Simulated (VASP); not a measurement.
Set up this calculation in VASP 6.6.1, as the native input.

* Task: single point
* Functional: PBEsol
* Potentials or basis: VASP PAW PBE potentials, release 64 (Hf_pv)
* Cutoff: 520 eV
* k mesh: 15 × 15 × 15
* Occupations: fermi-dirac, width 0.08 eV
* Spin: no spin polarisation
* Dipole correction: no
* Further INCAR settings: ALGO = Normal; EDIFF = 1e-06; NBANDS = 11

The structure of Hf lies in POSCAR:

```
Hf
1.0
   -1.6860236848      1.6860236848      1.6860236848
    1.6860236848     -1.6860236848      1.6860236848
    1.6860236848      1.6860236848     -1.6860236848
Hf
1
Direct
    0.0000000000      0.0000000000      0.0000000000
```

This cell differs from its parent crystal: volume scaled by 0.9.

The input as run:

INCAR

```
SYSTEM = Hf
  PREC = Accurate
  ENCUT = 520
  EDIFF = 1E-6
  ISMEAR = -1
  SIGMA = 0.08
  LREAL = .FALSE.
  LASPH = .TRUE.
  NELM = 80
  ALGO = Normal
  ISIF = 2
  LWAVE = .FALSE.
  LCHARG = .TRUE.
  GGA = PS
  LELF = .TRUE.
  LVHAR = .TRUE.
  NBANDS = 11
```

KPOINTS

```
regular mesh
0
G
  15 15 15
  0 0 0
```

Potentials or basis: VASP PAW PBE potentials, release 64 (Hf_pv).

Command:

```bash
$ cat potpaw_PBE.64/Hf_pv/POTCAR > POTCAR
$ mpirun -np 1 vasp_std > vasp.out
```

Results of the run:

The pressure is 13.1 GPa and the band gap on the k mesh is zero (band 5 reaches 7.11 eV, above the bottom of band 6 at 4.61 eV).

Caveat: the PAW data sets were made with another functional, which shifts forces and pressure a little; spin-orbit coupling is left out, which moves the levels of the heavy elements.

Wall time 22 s on 1 thread of AMD EPYC 7R13 Processor (Zen 3) (shared host), peak memory 0.12 GiB.
